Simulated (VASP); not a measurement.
# Re: electric field gradients with LDA

Crystal: Re.

```
Re
1.0
     2.57687    0.00000    0.00000
    -1.28844    2.23164    0.00000
     0.00000    0.00000    4.16200
Re
2
Cartesian
  0.0000 1.4878 1.0405
  1.2884 0.7439 3.1215
```

This cell differs from its parent crystal: equal xx and yy strain of -1 %.

| Item | Value |
| --- | --- |
| Program | VASP 6.6.1 |
| Task | electric field gradients |
| Functional | LDA |
| Potentials or basis | VASP PAW LDA potentials, release 64 (Re) |
| Cutoff | 520 eV |
| k mesh | 14 × 14 × 8 |
| Occupations | fermi-dirac, width 0.05 eV |
| Spin | no spin polarisation |
| Dipole correction | no |
| Further INCAR settings | ALGO = Normal; EDIFF = 1e-08; NBANDS = 14 |

```
Pressure               : 113.4 GPa
Band gap on the k mesh : zero (band 7 reaches 12.68 eV, above the bottom of band 8 at 8.26 eV)
```

Stress tensor (GPa, compression positive):
```
113.83   0.00   0.00
  0.00 113.83   0.00
  0.00   0.00 112.49
```

Levels at points of the mesh, in eV from the Fermi level:
```
           k point  band 5  band 6  band 7  band 8  band 9  band 10
(0.00, 0.00, 0.00)   -2.26   -1.12   -1.12    0.12    0.12     1.46
(0.50, 0.00, 0.00)   -1.67   -1.55   -0.70    5.36    5.94     6.12
(0.00, 0.00, 0.50)   -2.44   -2.44   -2.44   -2.44    3.37     3.37
(0.50, 0.00, 0.50)    0.39    0.39    1.65    1.65    5.79     5.79
```

Electric field gradients, principal values (V/Å²):
| atom | least | middle | greatest (by size) |
| --- | --- | --- | --- |
| 1 Re | 40.490 | 40.490 | -80.980 |
| 2 Re | 40.490 | 40.490 | -80.980 |

Run time: 75 s on 1 thread of Intel Xeon 8259CL, on a shared host, peak memory 0.15 GiB.

Caveat: the cell differs from its parent crystal (equal xx and yy strain of -1 %); without QUAD_EFG the Cq values of the log hold for a quadrupole moment of 1 mb, not for the nuclei; spin-orbit coupling is left out, which moves the levels of the heavy elements.
